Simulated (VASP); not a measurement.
Input of a VASP 6.6.1 run:

INCAR

```
SYSTEM = NaF
  PREC = Accurate
  ENCUT = 520
  EDIFF = 1E-6
  ISMEAR = -1
  SIGMA = 0.02
  LREAL = .FALSE.
  LASPH = .TRUE.
  NELM = 100
  ALGO = Normal
  ISIF = 2
  LWAVE = .FALSE.
  LCHARG = .FALSE.
  GGA = PE
  NBANDS = 14
```

The input KPOINTS:

```
regular mesh
0
G
  10 10 10
  0 0 0
```

Contents of POSCAR:

```
NaF
1.0
    2.7457166213      0.0000000000      0.0000000000
    0.0000000000      2.7457166213      0.0000000000
    0.0000000000      0.0000000000      2.7957006962
Na F
1 1
Direct
    0.0000000000      0.0000000000      0.0000000000
    0.5000000000      0.5000000000      0.5000000000
```

Potentials or basis: VASP PAW PBE potentials, release 64 (Na_pv, F).

Run with:

```bash
$ cat potpaw_PBE.64/Na_pv/POTCAR potpaw_PBE.64/F/POTCAR > POTCAR
$ mpirun -np 1 vasp_std > vasp.out
```

(1) What does it give for the band gap on the k mesh?

(2) Predict the pressure.

## Answers

(1) 6.30 eV (least direct gap 6.64 eV).

(2) 6.7 GPa.

Caveat: the cell differs from its parent crystal (epitaxial xy strain -1.7%); the cell stands under pressure.
